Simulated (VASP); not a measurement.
# Al (Cmcm) in VASP: a series of runs

Al is run at these levels: r2SCAN; tasks: single point.

Program: VASP 6.6.1. These are calculated values, not measurements. Logs are shortened: lines on timing, memory, paths and dates and some standing lists are left out, and cuts for length are marked.

## Step 1: The cell of the first run

Symmetry: Cmcm, No. 63, orthorhombic system. The conventional cell has a = 2.808 Å, b = 4.766 Å, c = 4.689 Å, α = 90.00°, β = 90.00°, γ = 90.00°. Al (site symmetry m2m) has 12 Al at 2.77 to 2.85 Å within 3.6 Å.

## Step 2: Single point, r2SCAN (strain -0.0200 x Voigt [0, 1, 0, 0, 0, 0])

File POSCAR:

```
Al
1.0
    2.8080863938      0.0000000000      0.0000000000
   -1.4040431969      2.3832366700      0.0000000000
    0.0000000000      0.0000000000      4.6890806101
Al
2
Direct
    0.6666666667      0.3333333333      0.7500000000
    0.3333333333      0.6666666667      0.2500000000
```

File INCAR.step1:

```
SYSTEM = Al
  ALGO = Normal
  EDIFF = 1E-4
  ENCUT = 520
  GGA = PE
  ISMEAR = 0
  LASPH = .True.
  LCHARG = .False.
  LREAL = .False.
  LWAVE = .True.
  NBANDS = 10
  NELM = 60
  PREC = Accurate
  SIGMA = 0.15
```

File INCAR.step2:

```
SYSTEM = Al
  ALGO = Normal
  EDIFF = 1E-7
  ENCUT = 520
  ISIF = 2
  ISMEAR = 0
  ISTART = 1
  LASPH = .True.
  LCHARG = .False.
  LMIXTAU = .True.
  LREAL = .False.
  LWAVE = .False.
  METAGGA = R2SCAN
  NBANDS = 10
  NELM = 60
  PREC = Accurate
  SIGMA = 0.15
```

File KPOINTS:

```
k-points
0
Gamma
  24 24 14
  0 0 0
```

Potentials or basis: VASP PAW PBE potentials, release 64 (Al).

The run is started by

```sh
> cat potpaw_PBE.64/Al/POTCAR > POTCAR
> cp INCAR.step1 INCAR
> mpirun -np 1 vasp_std > vasp.out
> cp INCAR.step2 INCAR
> mpirun -np 1 vasp_std > vasp.out
```

OUTCAR:

```text
SYSTEM = Al
   EDIFF = 1E-7
   ENCUT = 520
   ISIF = 2
   ISMEAR = 0
   ISTART = 1
   LASPH = .True.
   LREAL = .False.
   METAGGA = R2SCAN
   NELM = 60
   PREC = Accurate

 ion  position               nearest neighbor table
   1  0.667  0.333  0.750-   2 2.83   2 2.83   2 2.85   2 2.85   2 2.85   2 2.85
   2  0.333  0.667  0.250-   1 2.83   1 2.83   1 2.85   1 2.85   1 2.85   1 2.85

  Warning from LATTYP: Monoclinic adjustment (A1->A3, A2->A1, A3->A2)!
  LATTYP: Found a base centered orthorhombic cell.
 ALAT       =     2.8080863938
 B/A-ratio  =     1.6974097914
 C/A-ratio  =     1.6698491259

  Lattice vectors:

 A1 = (   1.4040431969,  -2.3832366700,   0.0000000000)
 A2 = (   1.4040431969,   2.3832366700,   0.0000000000)
 A3 = (   0.0000000000,   0.0000000000,   4.6890806101)

Analysis of symmetry for initial positions (statically):
=====================================================================
 Subroutine PRICEL returns:
 Original cell was already a primitive cell.

 Routine SETGRP: Setting up the symmetry group for a
 base centered orthorhombic supercell.

 Subroutine GETGRP returns: Found  8 space group operations
 (whereof  4 operations were pure point group operations)
 out of a pool of  8 trial point group operations.

The static configuration has the point symmetry C_2h.
 The point group associated with its full space group is D_2h.

Analysis of symmetry for dynamics (positions and initial velocities):
=====================================================================
 Subroutine PRICEL returns:
 Original cell was already a primitive cell.

 Routine SETGRP: Setting up the symmetry group for a
 base centered orthorhombic supercell.

 Subroutine GETGRP returns: Found  8 space group operations
 (whereof  4 operations were pure point group operations)
 out of a pool of  8 trial point group operations.

The dynamic configuration has the point symmetry C_2h.
 The point group associated with its full space group is D_2h.

 Subroutine INISYM returns: Found  8 space group operations
 (whereof  4 operations are pure point group operations),
 and found     1 'primitive' translations

----------------------------------------------------------------------------------------

                                     Primitive cell

  volume of cell :      31.3809

  direct lattice vectors                    reciprocal lattice vectors
     2.808086394  0.000000000  0.000000000     0.356114400  0.209798719  0.000000000
    -1.404043197  2.383236670  0.000000000     0.000000000  0.419597438  0.000000000
     0.000000000  0.000000000  4.689080610     0.000000000  0.000000000  0.213261422

  length of vectors
     2.808086394  2.766072003  4.689080610     0.413319450  0.419597438  0.213261422

  position of ions in fractional coordinates (direct lattice)
     0.666666667  0.333333333  0.750000000
     0.333333333  0.666666667  0.250000000

  ion indices of the primitive-cell ions
   primitive index   ion index
                 1           1
                 2           2

----------------------------------------------------------------------------------------

 KPOINTS: k-points

Automatic generation of k-mesh.
 Grid dimensions read from file:
 generate k-points for:   24   24   14

 Generating k-lattice:

  Cartesian coordinates                     Fractional coordinates (reciprocal lattice)
     0.014838100  0.008741613  0.000000000     0.041666667  0.000000000  0.000000000
     0.000000000  0.017483227  0.000000000     0.000000000  0.041666667  0.000000000
     0.000000000  0.000000000  0.015232959     0.000000000  0.000000000  0.071428571

  Length of vectors
     0.017221644  0.017483227  0.015232959

  Shift w.r.t. Gamma in fractional coordinates (k-lattice)
     0.000000000  0.000000000  0.000000000

 Subroutine IBZKPT returns following result:
 ===========================================

 Found   1256 irreducible k-points:

 Following reciprocal coordinates:
            Coordinates               Weight
  0.000000  0.000000  0.000000      1.000000
  0.041667  0.000000  0.000000      4.000000
  0.083333  0.000000  0.000000      4.000000
  0.125000  0.000000  0.000000      4.000000
  0.166667  0.000000  0.000000      4.000000
  0.208333  0.000000  0.000000      4.000000
[... 16 lines left out ...]
  0.375000  0.041667  0.000000      4.000000
  0.416667  0.041667  0.000000      4.000000
 [... further k-points ...]
   k-points           NKPTS =   1256   k-points in BZ     NKDIM =   1256   number of bands    NBANDS=     10
   number of dos      NEDOS =    301   number of ions     NIONS =      2
   total plane-waves  NPLWV =  20736
   dimension x,y,z NGX =    24 NGY =   24 NGZ =   36
   dimension x,y,z NGXF=    48 NGYF=   48 NGZF=   72
   ions per type =               2
   NGX,Y,Z   is equivalent  to a cutoff of  14.21, 14.42, 12.76 a.u.
   NGXF,Y,Z  is equivalent  to a cutoff of  28.42, 28.85, 25.53 a.u.
 SYSTEM =  Al
   PREC   = accura    normal or accurate (medium, high low for compatibility)
   ISTART =      1    job   : 0-new  1-cont  2-samecut
   ICHARG =      0    charge: 1-file 2-atom 10-const
   ISPIN  =      1    spin polarized calculation?
   LNONCOLLINEAR =      F non collinear calculations
   LSORBIT =      F    spin-orbit coupling
   LASPH  =      T    aspherical Exc in radial PAW
   ENCUT  =  520.0 eV  38.22 Ry    6.18 a.u.   5.22  5.14  8.72*2*pi/ulx,y,z
   NELM   =     60;   NELMIN=  2; NELMDL=  0     # of ELM steps
   EDIFF  = 0.1E-06   stopping-criterion for ELM
   LREAL  =      F    real-space projection
   EDIFFG = 0.1E-05   stopping-criterion for IOM
   NSW    =      0    number of steps for IOM
   IBRION =     -1    ionic relax: 0-MD 1-quasi-New 2-CG
   NFREE  =      0    steps in history (QN), initial steepest desc. (CG)
   ISIF   =      2    stress and relaxation
   ISYM   =      2    0-nonsym 1-usesym 2-fastsym
   POTIM  = 0.5000    time-step for ionic-motion
   TEBEG  =    0.0;   TEEND  =   0.0 temperature during run
   PSTRESS=    0.0 pullay stress
   NELECT =       6.0000    total number of electrons
   NUPDOWN=      -1.0000    fix difference up-down
   EMIN   =  10.00;   EMAX   =-10.00  energy-range for DOS
   EFERMI =   0.00;   METHOD = LEGACY
   ISMEAR =     0;   SIGMA  =   0.15  broadening in eV -4-tet -1-fermi 0-gaus
   EFERMI_NEDOS =   21; number of points for ismear=-14 and -15
   IALGO  =     38    algorithm
   IMIX   =      4    mixing-type and parameters
     AMIX     =   0.40;   BMIX     =  1.00
     AMIX_MAG =   1.60;   BMIX_MAG =  1.00
  volume/ion in A,a.u.               =      15.69       105.88
  Fermi-wavevector in a.u.,A,eV,Ry     =   0.943127  1.782251 12.102224  0.889488
  Thomas-Fermi vector in A             =   2.070804
   LORBIT       =      0    0 simple, 1 ext, 2 COOP (PROOUT), +10 PAW based schemes
   METAGGA = R2SCAN    functional components
   LHFCALC =     F    Hartree Fock is set to
   AEXX    =    0.0000 exact exchange contribution
   IVDW    =     0    specifies the selected vdW correction
   LEPSILON=     F    determine dielectric tensor
   LRPA    =     F    only Hartree local field effects (RPA)
 non-spin polarized calculation
 Gauss-broadening in eV      SIGMA  =   0.15
  energy-cutoff  :      520.00
  volume of cell :       31.38
 maximum number of plane-waves:       860
 NGX is ok and might be reduce to    24
   NGX = 11   NGY = 11   NGZ = 17

 number of electron       6.0000000 magnetization

 Free energy of the ion-electron system (eV)
  ---------------------------------------------------
  ext. energy  EPLUGINS =         0.00000000
  ---------------------------------------------------
  free energy    TOTEN  =       -13.39697954 eV

  energy without entropy =      -13.38862636  energy(sigma->0) =      -13.39280295

 E-fermi :   8.5508     XC(G=0): -11.1010

 val. band max:        8.5486139405   @ k =   0.2500   0.0833   0.2143
 cond. band min:       8.5513172630   @ k =   0.0000   0.4583   0.0000
 fundamental gap:      0.0027033225
 Fermi energy:         8.5508452290

 k-point     1 :       0.0000    0.0000    0.0000
  band No.  band energies     occupation
      1      -3.6575      2.00000
      2       3.1476      2.00000
      3       3.5236      2.00000
      4      20.6176      0.00000
      5      20.6376      0.00000
      6      20.9423      0.00000
      7      21.2276      0.00000
      8      21.2990      0.00000
      9      23.5079      0.00000
     10      24.5695      0.00000

 k-point     2 :       0.0417    0.0000    0.0000
  band No.  band energies     occupation
      1      -3.6109      2.00000
      2       3.1912      2.00000
      3       3.5685      2.00000
      4      19.2648      0.00000
      5      20.0654      0.00000
      6      20.9426      0.00000
      7      21.7161      0.00000
      8      22.0656      0.00000
      9      23.5299      0.00000
     10      24.8994      0.00000

 k-point     3 :       0.0833    0.0000    0.0000
  band No.  band energies     occupation
      1      -3.4711      2.00000
      2       3.3217      2.00000
      3       3.7027      2.00000
      4      17.5786      0.00000
      5      19.2742      0.00000
      6      20.4370      0.00000
      7      21.9950      0.00000
      8      22.9884      0.00000
      9      23.4702      0.00000
     10      24.1139      0.00000
[... 248 lines left out ...]
 k-point    23 :       0.3750    0.0417    0.0000
  band No.  band energies     occupation
      1       0.5318      2.00000
      2       5.6202      2.00000
      3       7.1169      2.00000
      4       7.9223      2.00000
      5      12.3878      0.00000
      6      12.5696      0.00000
      7      15.0917      0.00000
      8      18.4099      0.00000
      9      20.9743      0.00000
     10      21.1655      0.00000

 k-point    24 :       0.4167    0.0417    0.0000
  band No.  band energies     occupation
      1       1.4314      2.00000
      2       4.5356      2.00000
      3       7.9751      2.00000
      4       8.5995      0.64626
      5      11.1846      0.00000
      6      11.5223      0.00000
      7      14.8652      0.00000
      8      18.2536      0.00000
      9      20.7730      0.00000
     10      21.0143      0.00000

 [... further k-points ...]

------------------------ aborting loop because EDIFF is reached ----------------------------------------

  FORCE on cell =-STRESS in cart. coord.  units (eV):
  Direction    XX          YY          ZZ          XY          YZ          ZX
  --------------------------------------------------------------------------------------
  -------------------------------------------------------------------------------------
  Total        0.2846915      0.6538673      0.0616615      0.0000000      0.0000000      0.0000000
  in kB       14.5351552     33.3837287      3.1481780      0.0000000      0.0000000      0.0000000
  external PRESSURE =      17.0223540 kB  Pullay stress =       0.0000000 kB

 VOLUME and BASIS-vectors are now :
 -----------------------------------------------------------------------------
  energy-cutoff  :      520.00
  volume of cell :       31.38
      direct lattice vectors                 reciprocal lattice vectors
     2.808086394  0.000000000  0.000000000     0.356114400  0.209798719  0.000000000
    -1.404043197  2.383236670  0.000000000     0.000000000  0.419597438  0.000000000
     0.000000000  0.000000000  4.689080610     0.000000000  0.000000000  0.213261422

 POSITION                                       TOTAL-FORCE (eV/Angst)
 -----------------------------------------------------------------------------------
      1.40404      0.79441      3.51681        -0.000000      0.007800      0.000000
     -0.00000      1.58882      1.17227         0.000000     -0.007800     -0.000000
 -----------------------------------------------------------------------------------
    total drift:                                0.000000     -0.000000     -0.000000

  FREE ENERGIE OF THE ION-ELECTRON SYSTEM (eV)
  ---------------------------------------------------
  free  energy   TOTEN  =       -13.3969795425 eV

  energy  without entropy=      -13.3886263567  energy(sigma->0) =      -13.39280295
```

Run time: 17 min. Hardware: 1 thread of Intel Xeon Platinum 8259CL at 2.50GHz (Skylake/Cascade Lake), shared host; peak memory 0.42 GiB.

What came out:

* Free energy: -13.3970 eV
* Pressure: 1.7 GPa
* Largest force: 0.008 eV/Å
* Band gap on the k mesh: zero (bands 3 and 4 overlap by 7.65 eV)

Forces on the atoms (eV/Å):
```
Al   0.000  0.008  0.000
Al   0.000 -0.008  0.000
```

Stress tensor (GPa, compression positive):
```
1.45 0.00 0.00
0.00 3.34 0.00
0.00 0.00 0.31
```

Levels at points of the mesh, in eV from the Fermi level:
```tsv
k point	band 1	band 2	band 3	band 4	band 5	band 6
(0.00, 0.00, 0.00)	-12.21	-5.40	-5.03	12.07	12.09	12.39
(0.50, 0.00, 0.00)	-5.69	-5.65	0.52	1.02	1.28	1.81
(0.00, 0.50, 0.00)	-5.54	-5.42	0.76	1.19	1.42	2.03
(0.00, 0.00, 0.50)	-10.43	-10.43	3.12	3.12	12.97	12.97
(0.50, 0.00, 0.50)	-4.41	-4.41	-3.41	-3.41	8.04	8.04
(0.00, 0.50, 0.50)	-4.26	-4.26	-3.17	-3.17	7.79	7.79
```

Caveat: the cell differs from its parent crystal (strain -0.0200 x Voigt [0, 1, 0, 0, 0, 0]); the PAW data sets were made with another functional, which shifts forces and pressure a little.

## Step 3: Single point, r2SCAN (strain -0.0100 x Voigt [0, 1, 0, 0, 0, 0])

File POSCAR:

```
Al
1.0
    2.8080863938      0.0000000000      0.0000000000
   -1.4040431969      2.4075554115      0.0000000000
    0.0000000000      0.0000000000      4.6890806101
Al
2
Direct
    0.6666666667      0.3333333333      0.7500000000
    0.3333333333      0.6666666667      0.2500000000
```

File INCAR.step1:

```
PREC = Accurate
ENCUT = 520
ISMEAR = 0
SIGMA = 0.15
LREAL = F
LASPH = T
NELM = 60
NBANDS = 10
GGA = PE
ALGO = Normal
EDIFF = 1E-4
LWAVE = T
LCHARG = F
```

File INCAR.step2:

```
PREC = Accurate
ENCUT = 520
EDIFF = 1E-6
ISMEAR = 0
SIGMA = 0.15
LREAL = F
LASPH = T
NELM = 60
ALGO = Normal
ISIF = 2
LWAVE = F
LCHARG = F
METAGGA = R2SCAN
LMIXTAU = T
NBANDS = 10
ISTART = 1
```

File KPOINTS:

```
regular mesh
0
Gamma
  24 24 14
```

Potentials or basis: VASP PAW PBE potentials, release 64 (Al).

The run is started by

```sh
> cat potpaw_PBE.64/Al/POTCAR > POTCAR
> cp INCAR.step1 INCAR
> mpirun -np 1 vasp_std > vasp.out
> cp INCAR.step2 INCAR
> mpirun -np 1 vasp_std > vasp.out
```

OUTCAR:

```text
PREC = Accurate
   ENCUT = 520
   EDIFF = 1E-6
   ISMEAR = 0
   LREAL = F
   LASPH = T
   NELM = 60
   ISIF = 2
   METAGGA = R2SCAN
   ISTART = 1

 ion  position               nearest neighbor table
   1  0.667  0.333  0.750-   2 2.84   2 2.84   2 2.85   2 2.85   2 2.85   2 2.85
   2  0.333  0.667  0.250-   1 2.84   1 2.84   1 2.85   1 2.85   1 2.85   1 2.85

  Warning from LATTYP: Monoclinic adjustment (A1->A3, A2->A1, A3->A2)!
  LATTYP: Found a base centered orthorhombic cell.
[... 509 lines left out ...]

  FORCE on cell =-STRESS in cart. coord.  units (eV):
  Direction    XX          YY          ZZ          XY          YZ          ZX
  --------------------------------------------------------------------------------------
  -------------------------------------------------------------------------------------
  Total        0.1402261      0.3242768     -0.0527052      0.0000000      0.0000000      0.0000000
  in kB        7.0870400     16.3889816     -2.6637268      0.0000000      0.0000000      0.0000000
  external PRESSURE =       6.9374316 kB  Pullay stress =       0.0000000 kB

 VOLUME and BASIS-vectors are now :
 -----------------------------------------------------------------------------
  energy-cutoff  :      520.00
  volume of cell :       31.70
      direct lattice vectors                 reciprocal lattice vectors
     2.808086394  0.000000000  0.000000000     0.356114400  0.207679540  0.000000000
    -1.404043197  2.407555412  0.000000000     0.000000000  0.415359080  0.000000000
     0.000000000  0.000000000  4.689080610     0.000000000  0.000000000  0.213261422

 POSITION                                       TOTAL-FORCE (eV/Angst)
 -----------------------------------------------------------------------------------
      1.40404      0.80252      3.51681        -0.000000      0.003647      0.000000
     -0.00000      1.60504      1.17227         0.000000     -0.003647      0.000000
 -----------------------------------------------------------------------------------
    total drift:                                0.000000     -0.000000     -0.000000

  FREE ENERGIE OF THE ION-ELECTRON SYSTEM (eV)
  ---------------------------------------------------
  free  energy   TOTEN  =       -13.4018651131 eV

  energy  without entropy=      -13.3935856066  energy(sigma->0) =      -13.39772536
```

OUTCAR.step1:

```text
PREC = Accurate
   ENCUT = 520
   ISMEAR = 0
   LREAL = F
   LASPH = T
[... 538 lines left out ...]
 -----------------------------------------------------------------------------------
      1.40404      0.80252      3.51681         0.000000      0.002965     -0.000000
     -0.00000      1.60504      1.17227         0.000000     -0.002965      0.000000
 -----------------------------------------------------------------------------------
    total drift:                                0.000000     -0.000000     -0.000000

  FREE ENERGIE OF THE ION-ELECTRON SYSTEM (eV)
  ---------------------------------------------------
  free  energy   TOTEN  =        -7.4122030309 eV

  energy  without entropy=       -7.4036453479  energy(sigma->0) =       -7.40792419
```

OSZICAR.step1:

```text
N       E                     dE             d eps       ncg     rms          rms(c)
DAV:   1     0.156796933426E+00    0.15680E+00   -0.23594E+03 25120   0.477E+02
DAV:   2    -0.730069250051E+01   -0.74575E+01   -0.71691E+01 33044   0.554E+01
DAV:   3    -0.746151085280E+01   -0.16082E+00   -0.15967E+00 32700   0.655E+00
DAV:   4    -0.746219245426E+01   -0.68160E-03   -0.68154E-03 29636   0.482E-01
DAV:   5    -0.746219789469E+01   -0.54404E-05   -0.54413E-05 30246   0.447E-02    0.191E+00
DAV:   6    -0.743300324940E+01    0.29195E-01   -0.29634E-03 27942   0.298E-01    0.111E+00
DAV:   7    -0.741229579388E+01    0.20707E-01   -0.85264E-03 26520   0.469E-01    0.180E-01
DAV:   8    -0.741220303088E+01    0.92763E-04   -0.85942E-05 31272   0.550E-02
   1 F= -.74122030E+01 E0= -.74079242E+01  d E =-.855768E-02
```

Wall time 17 min (1 thread of Intel Xeon Platinum 8259CL at 2.50GHz (Skylake/Cascade Lake), shared host); peak memory 0.42 GiB.

What came out:

```yaml
Free_energy: -13.4019 eV
Pressure: 0.7 GPa
Largest_force: 0.004 eV/Å
Band_gap_on_the_k_mesh: zero (bands 3 and 4 overlap by 7.63 eV)
```

Forces on the atoms (eV/Å):
```
Al   0.000  0.004  0.000
Al   0.000 -0.004  0.000
```

Caveat: the cell differs from its parent crystal (strain -0.0100 x Voigt [0, 1, 0, 0, 0, 0]); the PAW data sets were made with another functional, which shifts forces and pressure a little.
